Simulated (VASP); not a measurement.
Runs of VASP 6.6.1 on ZnInCl4. The structure is that of space group P4/mmm (No. 123), or close to it. The cells are those of the table. 

```csv
task,cell,k mesh,cutoff (eV),gap on the mesh (eV),pressure (GPa),largest force (eV/Å)
relaxation of cell and atoms,"relaxed from a = 4.478, b = 4.478, c = 6.333 Å, 6 atoms",4 × 4 × 4,600,none,0.1,0.01
single point,"a = 4.611, b = 4.611, c = 6.677 Å, 6 atoms",8 × 8 × 6,520,none,0.0,-
single point,"a = 4.478, b = 4.478, c = 6.333 Å, 6 atoms",4 × 4 × 4,520,none,6.7,(a)
single point,"a = 4.611, b = 4.611, c = 6.677 Å, 6 atoms",4 × 4 × 4,520,none,0.0,-
```

Alike in all rows: level PBE; potentials or basis VASP PAW PBE potentials, release 64 (Zn, In_d, Cl); no spin polarisation; smearing gaussian 0.1 eV.

Estimate the missing entries.

(a) 0.71.

Caveats: spin-orbit coupling is left out, which moves the levels of the heavy elements; an odd number of electrons without spin polarisation forces a metal; a magnetic or distorted state may lie lower.

A k mesh can miss the band edges, and the runs leave out spin-orbit coupling on In.

A gap of «none» marks levels without a gap at the run's occupations.
